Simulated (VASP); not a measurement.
The system is Te2Mo.

```
CELL_PARAMETERS angstrom
3.56565 0.00000 0.00000
-1.78283 3.08795 0.00000
0.00000 0.00000 14.64778
ATOMIC_POSITIONS crystal
Te 0.33333 0.66667 0.62782
Te 0.66667 0.33333 0.12782
Te 0.66667 0.33333 0.37218
Te 0.33333 0.66667 0.87218
Mo 0.33333 0.66667 0.25000
Mo 0.66667 0.33333 0.75000
```

| Quantity | Value |
| --- | --- |
| Program | VASP 6.6.1 |
| Task | relaxation of cell and atoms |
| Functional | PBE |
| Potentials or basis | VASP PAW PBE potentials, release 64 (Te, Mo_sv) |
| Cutoff | 600 eV |
| k mesh | 12 × 12 × 2 |
| Occupations | gaussian, width 0.02 eV |
| Spin | no spin polarisation |

At the start: pressure 0.7 GPa; volume 26.88 Å³/atom.

**Question.** How do energy, volume and symmetry change on relaxing?

**Answer.** Over 12 steps the energy falls by 2.1 meV/atom and the volume is 27.39 Å³/atom (+1.9 %); space group P6_3/mmc (No. 194, to 0.1 Å) before and after.

Step by step:
```
step  energy change (eV)  largest force (eV/Å)  pressure (GPa)  volume (Å³)
   1              0.0000                0.2010            0.73       161.28
   2              0.0044                0.2851           -1.45       164.14
   3             -0.0074                0.0191           -0.26       162.53
   4             -0.0093                0.0282           -0.02       161.92
   5             -0.0094                0.0303            0.05       161.78
   6             -0.0094                0.0303            0.05       161.80
   7             -0.0094                0.0293            0.01       161.86
   8             -0.0094                0.0299            0.04       161.82
   9             -0.0096                0.0289            0.04       161.93
  10             -0.0102                0.0263            0.03       162.27
  11             -0.0111                0.0206            0.03       162.95
  12             -0.0125                0.0086            0.04       164.31
```

Final structure:
```
Te Mo
1.0
     3.55472    0.00000    0.00000
    -1.77736    3.07848    0.00000
     0.00000    0.00000   15.01521
Te Mo
4 2
Direct
  0.33333 0.66667 0.62946
  0.66667 0.33333 0.12946
  0.66667 0.33333 0.37054
  0.33333 0.66667 0.87054
  0.33333 0.66667 0.25000
  0.66667 0.33333 0.75000
```

Caveat: this functional lacks dispersion, which binds layers or chains, so the pressure and a relaxed spacing across them are unreliable.
